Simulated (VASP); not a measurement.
A run of VASP 6.6.1:

INCAR

```
PREC     = Accurate       # precision mode
ENCUT    = 520            # plane-wave cutoff, eV
EDIFF    = 1E-7           # SCF threshold, eV
ISMEAR   = -1             # smearing method
SIGMA    = 0.05           # smearing width, eV
LREAL    = False          # projectors in reciprocal space
LASPH    = True           # aspherical terms in the spheres
NELM     = 60             # most SCF steps
ALGO     = Normal         # electronic algorithm
ISIF     = 2              # what is computed and relaxed
LWAVE    = False          # write WAVECAR
LCHARG   = False          # write CHGCAR
NBANDS   = 15             # bands
```

File KPOINTS:

```
Automatic mesh
0
Gamma
  10 10 10
```

The input POSCAR:

```
TaN
1.0
    0.0000000000      2.1814365931      2.1814365931
    2.1814365931      0.0000000000      2.1814365931
    2.1814365931      2.1814365931      0.0000000000
Ta N
1 1
Direct
    0.5000000000      0.5000000000      0.5000000000
    0.0000000000      0.0000000000      0.0000000000
```

Potentials or basis: VASP PAW LDA potentials, release 64 (Ta_pv, N).

Command:

```console
$ cat potpaw_LDA.64/Ta_pv/POTCAR potpaw_LDA.64/N/POTCAR > POTCAR
$ mpirun -np 1 vasp_std > vasp.out
```

Hardware: 1 thread of Intel(R) Xeon(R) 6975P-C (Granite Rapids), with other jobs on the host.

Question: Estimate the wall time of this run.

Answer: Run time: 5.5 s on 1 thread of Intel(R) Xeon(R) 6975P-C (Granite Rapids) (shared host), peak memory 0.13 GiB. Counts: scf iterations 13, k points 47.
